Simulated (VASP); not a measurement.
A run of VASP 6.6.1 is set up as follows.

INCAR

```
PREC = Accurate
ENCUT = 600
EDIFF = 1E-6
ISMEAR = -1
SIGMA = 0.05
LREAL = False
LASPH = True
NELM = 60
ALGO = Normal
ISIF = 3
LWAVE = False
LCHARG = False
GGA = PE
IBRION = 2
NSW = 50
EDIFFG = -0.02
```

File KPOINTS:

```
regular mesh
0
Gamma
  13 13 13
```

File POSCAR:

```
Nb
1.0
    3.3300000000      0.0000000000      0.0000000000
    0.0000000000      3.3300000000      0.0000000000
    0.0000000000      0.0000000000      3.3300000000
Nb
2
Direct
    0.0000000000      0.0000000000      0.0000000000
    0.5000000000      0.5000000000      0.5000000000
```

Potentials or basis: VASP PAW PBE potentials, release 64 (Nb_sv).

Command:

```sh
$ cat potpaw_PBE.64/Nb_sv/POTCAR > POTCAR
$ mpirun -np 1 vasp_std > vasp.out
```

Q: Estimate the space group after relaxing (to 0.05 Å).

A: Im-3m (No. 229).

Q: What does it give for the band gap on the k mesh?

A: Zero (band 13 reaches 13.03 eV, above the bottom of band 14 at 10.09 eV).

Q: What does it give for the relaxed cell?

A: a = 3.308 Å, b = 3.308 Å, c = 3.308 Å, α = 90.00°, β = 90.00°, γ = 90.00°.

Final structure:
```
Nb
1.0
     3.30806    0.00000    0.00000
     0.00000    3.30806    0.00000
     0.00000    0.00000    3.30806
Nb
2
Cartesian
  0.0000 0.0000 0.0000
  1.6540 1.6540 1.6540
```
